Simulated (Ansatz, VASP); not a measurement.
BaTiO3: VASP beside Ansatz

Contents of INCAR:

```
PREC = Accurate
ENCUT = 910
EDIFF = 1E-6
ISMEAR = -1
SIGMA = 0.02
LREAL = False
LASPH = True
NELM = 120
ALGO = Normal
ISIF = 2
LWAVE = False
LCHARG = False
GGA = PE
NBANDS = 28
GGA_COMPAT = False
```

File KPOINTS:

```
regular mesh
0
Gamma
  6 6 6
```

Contents of POSCAR:

```
BaTiO3
1.0
    3.9940959546     -0.0966571221      0.0000000000
   -0.0966571221      3.9940959546      0.0000000000
    0.0000000000      0.0000000000      3.9940959546
Ba Ti O
1 1 3
Direct
    0.5000000000      0.5000000000      0.5000000000
    0.0000000000      0.0000000000      0.0000000000
    0.5000000000      0.0000000000      0.0000000000
    0.0000000000      0.5000000000      0.0000000000
    0.0000000000      0.0000000000      0.5000000000
```

Input for Ansatz:

```yaml
crystal:
  lattice:
    - [3.9940959546, -0.0966571221, 0.0]
    - [-0.0966571221, 3.9940959546, 0.0]
    - [0.0, 0.0, 3.9940959546]
  atoms:
    - { symbol: Ba, position: [0.5, 0.5, 0.5] }
    - { symbol: Ti, position: [0.0, 0.0, 0.0] }
    - { symbol: O, position: [0.5, 0.0, 0.0] }
    - { symbol: O, position: [0.0, 0.5, 0.0] }
    - { symbol: O, position: [0.0, 0.0, 0.5] }
kpoints:
  mp_grid: { grid: [6, 6, 6] }
  band_path:
    path: [[0.0, 0.0, 0.0], [0.0, 0.5, 0.0], [0.5, 0.5, 0.0], [0.5, 0.5, 0.5]]
    npoints: 1
hamiltonian:
  xc: pbe
scf:
  occupations: { method: fermi_dirac, width: 0.02 }
  n_extra_bands: 5
output:
  forces: true
  stress: true
  eigenvalues: true
```

Change from the starting cell: shear_xy strain -4.8%.

Alike in both runs: task single point; functional PBE; k mesh 6 × 6 × 6; occupations fermi-dirac, width 0.02 eV; no spin polarisation.

```csv
,VASP,Ansatz
version,VASP 6.6.1,Ansatz 0.2.0
potentials or method,"VASP PAW PBE potentials, release 64 (Ba_sv, Ti_sv, O_h)","plane waves, PAW"
plane-wave cutoff (eV),910,420
valence electrons in the cell,40,40
```

VASP gave:

```
gap on the k mesh at the Fermi level (eV) : 1.63
```

**Question.** Estimate Ansatz's values.

**Answer.** gap on the k mesh at the Fermi level (eV): 1.67.

Neither program's run includes spin-orbit coupling. Noted on VASP's run: the cutoff is short for stress, so the pressure is rough.
